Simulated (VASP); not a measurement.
# SrCl2 (Cm) in VASP: further runs, part 2 of 2

VASP 6.6.1. The steps go on from the part before.

## 3. Single point, PBEsol (atoms displaced along a vibrational mode)

Input file INCAR:

```
ALGO     = Normal         # electronic algorithm
EDIFF    = 1E-7           # SCF threshold, eV
ENCUT    = 520            # plane-wave cutoff, eV
GGA      = PS             # functional
ISIF     = 2              # what is computed and relaxed
ISMEAR   = 0              # smearing method
LASPH    = True           # aspherical terms in the spheres
LCHARG   = False          # write CHGCAR
LREAL    = False          # projectors in reciprocal space
LWAVE    = False          # write WAVECAR
NBANDS   = 19             # bands
NELM     = 60             # most SCF steps
PREC     = Accurate       # precision mode
SIGMA    = 0.05           # smearing width, eV
```

Input file KPOINTS:

```
k-points
0
Gamma
  6 6 6
```

Input file POSCAR:

```
SrCl2
1.0
    0.0000000000      3.4855000000      3.4855000000
    3.4855000000      0.0000000000      3.4855000000
    3.4855000000      3.4855000000      0.0000000000
Sr Cl
1 2
Direct
   -0.0124165924      0.0212639885     -0.0212639885
    0.2653447366      0.2237214292      0.2762785708
    0.7653447366      0.7237214292      0.7762785708
```

Potentials or basis: VASP PAW PBE potentials, release 64 (Sr_sv, Cl).

Started as:

```bash
> cat potpaw_PBE.64/Sr_sv/POTCAR potpaw_PBE.64/Cl/POTCAR > POTCAR
> mpirun -np 1 vasp_std > vasp.out
```

OUTCAR:

```text
EDIFF = 1E-7
   ENCUT = 520
   GGA = PS
   ISIF = 2
   ISMEAR = 0
   LASPH = True
   LREAL = False
   NELM = 60
   PREC = Accurate

 ion  position               nearest neighbor table
   1  0.988  0.021  0.979-   3 2.83   2 2.83   3 2.92   2 2.92   2 3.14   3 3.14   2 3.22   3 3.22

   2  0.265  0.224  0.276-   1 2.83   1 2.92   1 3.14   1 3.22
   3  0.765  0.724  0.776-   1 2.83   1 2.92   1 3.14   1 3.22

  LATTYP: Found a face centered cubic cell.
 ALAT       =     6.9710000000

  Lattice vectors:

 A1 = (   0.0000000000,   3.4855000000,   3.4855000000)
 A2 = (   3.4855000000,   0.0000000000,   3.4855000000)
 A3 = (   3.4855000000,   3.4855000000,   0.0000000000)

Analysis of symmetry for initial positions (statically):
=====================================================================
 Subroutine PRICEL returns:
 Original cell was already a primitive cell.

 Routine SETGRP: Setting up the symmetry group for a
 face centered cubic supercell.

 Subroutine GETGRP returns: Found  2 space group operations
 (whereof  2 operations were pure point group operations)
 out of a pool of 48 trial point group operations.

The static configuration has the point symmetry C_1h.

Analysis of symmetry for dynamics (positions and initial velocities):
=====================================================================
 Subroutine PRICEL returns:
 Original cell was already a primitive cell.

 Routine SETGRP: Setting up the symmetry group for a
 face centered cubic supercell.

 Subroutine GETGRP returns: Found  2 space group operations
 (whereof  2 operations were pure point group operations)
 out of a pool of 48 trial point group operations.

The dynamic configuration has the point symmetry C_1h.

 Subroutine INISYM returns: Found  2 space group operations
 (whereof  2 operations are pure point group operations),
 and found     1 'primitive' translations

----------------------------------------------------------------------------------------

                                     Primitive cell

  volume of cell :      84.6887

  direct lattice vectors                    reciprocal lattice vectors
     0.000000000  3.485500000  3.485500000    -0.143451442  0.143451442  0.143451442
     3.485500000  0.000000000  3.485500000     0.143451442 -0.143451442  0.143451442
     3.485500000  3.485500000  0.000000000     0.143451442  0.143451442 -0.143451442

  length of vectors
     4.929241372  4.929241372  4.929241372     0.248465185  0.248465185  0.248465185

  position of ions in fractional coordinates (direct lattice)
     0.987583408  0.021263989  0.978736011
     0.265344737  0.223721429  0.276278571
     0.765344737  0.723721429  0.776278571

  ion indices of the primitive-cell ions
   primitive index   ion index
                 1           1
                 2           2
                 3           3

----------------------------------------------------------------------------------------

 KPOINTS: k-points

Automatic generation of k-mesh.
 Grid dimensions read from file:
 generate k-points for:    6    6    6

 Generating k-lattice:

  Cartesian coordinates                     Fractional coordinates (reciprocal lattice)
    -0.023908574  0.023908574  0.023908574     0.166666667  0.000000000  0.000000000
     0.023908574 -0.023908574  0.023908574     0.000000000  0.166666667  0.000000000
     0.023908574  0.023908574 -0.023908574     0.000000000  0.000000000  0.166666667

  Length of vectors
     0.041410864  0.041410864  0.041410864

  Shift w.r.t. Gamma in fractional coordinates (k-lattice)
     0.000000000  0.000000000  0.000000000

 Subroutine IBZKPT returns following result:
 ===========================================

 Found     68 irreducible k-points:

 Following reciprocal coordinates:
            Coordinates               Weight
  0.000000  0.000000  0.000000      1.000000
  0.166667  0.000000  0.000000      4.000000
  0.000000  0.166667  0.000000      4.000000
  0.333333  0.000000  0.000000      4.000000
  0.000000  0.333333  0.000000      4.000000
  0.500000  0.000000  0.000000      2.000000
[... 16 lines left out ...]
 -0.333333  0.166667  0.000000      4.000000
  0.000000 -0.333333  0.166667      4.000000
 [... further k-points ...]
   k-points           NKPTS =     68   k-points in BZ     NKDIM =     68   number of bands    NBANDS=     19
   number of dos      NEDOS =    301   number of ions     NIONS =      3
   total plane-waves  NPLWV =  64000
   dimension x,y,z NGX =    40 NGY =   40 NGZ =   40
   dimension x,y,z NGXF=    80 NGYF=   80 NGZF=   80
   ions per type =               1   2
   NGX,Y,Z   is equivalent  to a cutoff of  13.49, 13.49, 13.49 a.u.
   NGXF,Y,Z  is equivalent  to a cutoff of  26.98, 26.98, 26.98 a.u.
 SYSTEM =  unknown system
   PREC   = accura    normal or accurate (medium, high low for compatibility)
   ISTART =      0    job   : 0-new  1-cont  2-samecut
   ICHARG =      2    charge: 1-file 2-atom 10-const
   ISPIN  =      1    spin polarized calculation?
   LNONCOLLINEAR =      F non collinear calculations
   LSORBIT =      F    spin-orbit coupling
   LASPH  =      T    aspherical Exc in radial PAW
   ENCUT  =  520.0 eV  38.22 Ry    6.18 a.u.   9.17  9.17  9.17*2*pi/ulx,y,z
   NELM   =     60;   NELMIN=  2; NELMDL= -5     # of ELM steps
   EDIFF  = 0.1E-06   stopping-criterion for ELM
   LREAL  =      F    real-space projection
   EDIFFG = 0.1E-05   stopping-criterion for IOM
   NSW    =      0    number of steps for IOM
   IBRION =     -1    ionic relax: 0-MD 1-quasi-New 2-CG
   NFREE  =      0    steps in history (QN), initial steepest desc. (CG)
   ISIF   =      2    stress and relaxation
   ISYM   =      2    0-nonsym 1-usesym 2-fastsym
   POTIM  = 0.5000    time-step for ionic-motion
   TEBEG  =    0.0;   TEEND  =   0.0 temperature during run
   PSTRESS=    0.0 pullay stress
   NELECT =      24.0000    total number of electrons
   NUPDOWN=      -1.0000    fix difference up-down
   EMIN   =  10.00;   EMAX   =-10.00  energy-range for DOS
   EFERMI =   0.00;   METHOD = LEGACY
   ISMEAR =     0;   SIGMA  =   0.05  broadening in eV -4-tet -1-fermi 0-gaus
   EFERMI_NEDOS =   21; number of points for ismear=-14 and -15
   IALGO  =     38    algorithm
   IMIX   =      4    mixing-type and parameters
     AMIX     =   0.40;   BMIX     =  1.00
     AMIX_MAG =   1.60;   BMIX_MAG =  1.00
  volume/ion in A,a.u.               =      28.23       190.50
  Fermi-wavevector in a.u.,A,eV,Ry     =   1.075318  2.032056 15.732530  1.156308
  Thomas-Fermi vector in A             =   2.211171
   LORBIT       =      0    0 simple, 1 ext, 2 COOP (PROOUT), +10 PAW based schemes
   GGA     = PS    functional components
   LHFCALC =     F    Hartree Fock is set to
   AEXX    =    0.0000 exact exchange contribution
   IVDW    =     0    specifies the selected vdW correction
   LEPSILON=     F    determine dielectric tensor
   LRPA    =     F    only Hartree local field effects (RPA)
 non-spin polarized calculation
 Gauss-broadening in eV      SIGMA  =   0.05
  energy-cutoff  :      520.00
  volume of cell :       84.69
 maximum number of plane-waves:      2301
 NGX is ok and might be reduce to    40
   NGX = 19   NGY = 19   NGZ = 19

 number of electron      24.0000001 magnetization

 Free energy of the ion-electron system (eV)
  ---------------------------------------------------
  ext. energy  EPLUGINS =         0.00000000
  ---------------------------------------------------
  free energy    TOTEN  =       -13.24240806 eV

  energy without entropy =      -13.24240806  energy(sigma->0) =      -13.24240806

 E-fermi :   0.3853     XC(G=0):  -8.4895

 val. band max:        0.1391994086   @ k =   0.0000   0.5000   0.5000
 cond. band min:       5.2211859708   @ k =   0.0000   0.0000   0.0000
 fundamental gap:      5.0819865622
 Fermi energy:         0.3853407007

 k-point     1 :       0.0000    0.0000    0.0000
  band No.  band energies     occupation
      1     -32.6463      2.00000
      2     -14.7216      2.00000
      3     -14.6849      2.00000
      4     -14.6801      2.00000
      5     -13.1830      2.00000
      6     -12.3700      2.00000
[... 11 lines left out ...]
     18       9.0328      0.00000
     19       9.4504      0.00000
[... 489 lines left out ...]
      3     -14.7915      2.00000
      4     -14.6959      2.00000
      5     -12.6893      2.00000
      6     -12.4484      2.00000
[... 11 lines left out ...]
     18       8.6183      0.00000
     19       9.4106      0.00000

 [... further k-points ...]

------------------------ aborting loop because EDIFF is reached ----------------------------------------

  FORCE on cell =-STRESS in cart. coord.  units (eV):
  Direction    XX          YY          ZZ          XY          YZ          ZX
  --------------------------------------------------------------------------------------
  -------------------------------------------------------------------------------------
  Total        0.1057434     -0.1280425      0.0840031      0.0000000     -0.2262788      0.0000000
  in kB        2.0005010     -2.4223637      1.5892073      0.0000000     -4.2808421      0.0000000
  external PRESSURE =       0.3891149 kB  Pullay stress =       0.0000000 kB

 VOLUME and BASIS-vectors are now :
 -----------------------------------------------------------------------------
  energy-cutoff  :      520.00
  volume of cell :       84.69
      direct lattice vectors                 reciprocal lattice vectors
     0.000000000  3.485500000  3.485500000    -0.143451442  0.143451442  0.143451442
     3.485500000  0.000000000  3.485500000     0.143451442 -0.143451442  0.143451442
     3.485500000  3.485500000  0.000000000     0.143451442  0.143451442 -0.143451442

 POSITION                                       TOTAL-FORCE (eV/Angst)
 -----------------------------------------------------------------------------------
      3.48550      6.85361      3.51634         0.000000      0.689296     -0.222320
      1.74275      1.88783      1.70464        -0.095008     -0.344648      0.111160
      5.22825      5.37333      5.19014         0.095008     -0.344648      0.111160
 -----------------------------------------------------------------------------------
    total drift:                                0.000000     -0.000182     -0.000087

  FREE ENERGIE OF THE ION-ELECTRON SYSTEM (eV)
  ---------------------------------------------------
  free  energy   TOTEN  =       -13.2424080589 eV

  energy  without entropy=      -13.2424080589  energy(sigma->0) =      -13.24240806
```

Run time: 3.2 min. Hardware: 1 thread of Oxide Virtual Turin-like, shared host; peak memory 0.26 GiB.

What came out:

```
Free energy            : -13.2424 eV
Pressure               : 0.0 GPa
Largest force          : 0.724 eV/Å
Band gap on the k mesh : 5.08 eV (least direct gap 5.34 eV)
```

Forces in eV/Å, atoms in the order of the input:
```
Sr   0.000  0.689 -0.222
Cl  -0.095 -0.345  0.111
Cl   0.095 -0.345  0.111
```

Stress tensor (GPa, compression positive):
```
 0.20  0.00  0.00
 0.00 -0.24 -0.43
 0.00 -0.43  0.16
```

Caveat: the cell differs from its parent crystal (atoms displaced along a vibrational mode); the PAW data sets were made with another functional, which shifts forces and pressure a little. A k mesh can miss the band edges.

## 4. Single point, PBEsol (atoms displaced along a vibrational mode)

Input file INCAR:

```
PREC     = Accurate       # precision mode
ENCUT    = 520            # plane-wave cutoff, eV
EDIFF    = 1E-6           # SCF threshold, eV
ISMEAR   = 0              # smearing method
SIGMA    = 0.05           # smearing width, eV
LREAL    = False          # projectors in reciprocal space
LASPH    = True           # aspherical terms in the spheres
NELM     = 60             # most SCF steps
ALGO     = Normal         # electronic algorithm
ISIF     = 2              # what is computed and relaxed
LWAVE    = False          # write WAVECAR
LCHARG   = True           # write CHGCAR
GGA      = PS             # functional
LELF     = True           # ELF
LVHAR    = True         
NBANDS   = 19             # bands
```

Input file KPOINTS:

```
Automatic mesh
0
Gamma
  6 6 6
```

Input file POSCAR:

```
SrCl2
1.0
    0.0000000000      3.4855000000      3.4855000000
    3.4855000000      0.0000000000      3.4855000000
    3.4855000000      3.4855000000      0.0000000000
Sr Cl
1 2
Direct
    0.0062082962     -0.0106319942      0.0106319942
    0.2423276317      0.2631392854      0.2368607146
    0.7423276317      0.7631392854      0.7368607146
```

Started as:

```bash
> cat potpaw_PBE.64/Sr_sv/POTCAR potpaw_PBE.64/Cl/POTCAR > POTCAR
> mpirun -np 1 vasp_std > vasp.out
```

Wall time 3.1 min (1 thread of Oxide Virtual Turin-like, shared host); peak memory 0.26 GiB.

It converged, with:

| Property | Result |
| --- | --- |
| Free energy | -13.3145 eV |
| Pressure | -0.6 GPa |
| Largest force | 0.347 eV/Å |
| Band gap on the k mesh | 5.12 eV (least direct gap 5.35 eV) |

Forces in eV/Å, atoms in the order of the input:
```
Sr   0.000 -0.335  0.093
Cl  -0.023  0.167 -0.047
Cl   0.023  0.167 -0.047
```

Stress tensor (GPa, compression positive):
```
-0.60  0.00  0.00
 0.00 -0.70 -0.11
 0.00 -0.11 -0.61
```

Levels at points of the mesh, in eV from the valence-band top:
```csv
k point,band 9,band 10,band 11,band 12,band 13,band 14,band 15,band 16
"(0.00, 0.00, 0.00)",-2.19,-0.38,-0.36,-0.36,5.12,5.95,6.02,8.67
"(0.50, 0.00, 0.00)",-1.56,-1.35,-1.09,-1.09,6.59,6.61,7.31,7.81
"(0.00, 0.50, 0.00)",-1.56,-1.35,-1.09,-1.09,6.59,6.61,7.20,7.93
"(0.50, 0.50, 0.00)",-1.93,-0.48,-0.42,0.00,5.35,6.92,7.48,7.76
"(0.00, 0.50, 0.50)",-1.93,-0.48,-0.42,0.00,5.35,6.91,7.48,7.76
"(0.50, 0.00, 0.50)",-1.94,-0.43,-0.43,-0.02,5.36,6.97,7.46,7.94
```

Caveat: the cell differs from its parent crystal (atoms displaced along a vibrational mode); the PAW data sets were made with another functional, which shifts forces and pressure a little.

## 5. The runs side by side

| cell | gap on the mesh (eV) | pressure (GPa) | largest force (eV/Å) |
| --- | --- | --- | --- |
| as given, atomic positions A | 5.03 | 1.2 | 1.16 |
| as given, atomic positions B | 5.08 | 0.0 | 0.72 |
| as given, atomic positions C | 5.12 | -0.6 | 0.35 |

Alike in all rows: task single point; level PBEsol; potentials or basis VASP PAW PBE potentials, release 64 (Sr_sv, Cl); no spin polarisation; k mesh 6 × 6 × 6; cutoff (eV) 520; smearing gaussian 0.05 eV.

Caveats: the PAW data sets were made with another functional, which shifts forces and pressure a little.

Total energies depend on the potentials used, so only differences within one code and one set of settings carry meaning.
